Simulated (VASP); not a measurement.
Input of a VASP 6.6.1 run:

File INCAR:

```
  PREC = Accurate
  ENCUT = 520
  EDIFF = 1E-6
  ISMEAR = -1
  SIGMA = 0.05
  LREAL = False
  LASPH = True
  NELM = 100
  ALGO = Normal
  ISIF = 2
  LWAVE = False
  LCHARG = False
  GGA = B5
  ALDAX = 1.0
  AGGAX = 1.0
  AGGAC = 1.0
  ALDAC = 0.0
  NBANDS = 16
```

The input KPOINTS:

```
regular mesh
0
Gamma
  8 8 8
```

Contents of POSCAR:

```
InP
1.0
    0.0000000000      2.8418833049      2.8418833049
    2.8418833049      0.0000000000      2.8418833049
    2.8418833049      2.8418833049      0.0000000000
In P
1 1
Direct
    0.0000000000      0.0000000000      0.0000000000
    0.5000000000      0.5000000000      0.5000000000
```

Potentials or basis: VASP PAW PBE potentials, release 64 (In_d, P).

Run with:

```bash
$ cat potpaw_PBE.64/In_d/POTCAR potpaw_PBE.64/P/POTCAR > POTCAR
$ mpirun -np 1 vasp_std > vasp.out
```

(1) Predict the band gap on the k mesh.

(2) Estimate the pressure.

Answers

(1) zero (band 9 reaches 6.83 eV, above the bottom of band 10 at 4.52 eV).

(2) 0.1 GPa.

Caveat: the PAW data sets were made with another functional, which shifts forces and pressure a little; spin-orbit coupling is left out, which moves the levels of the heavy elements.
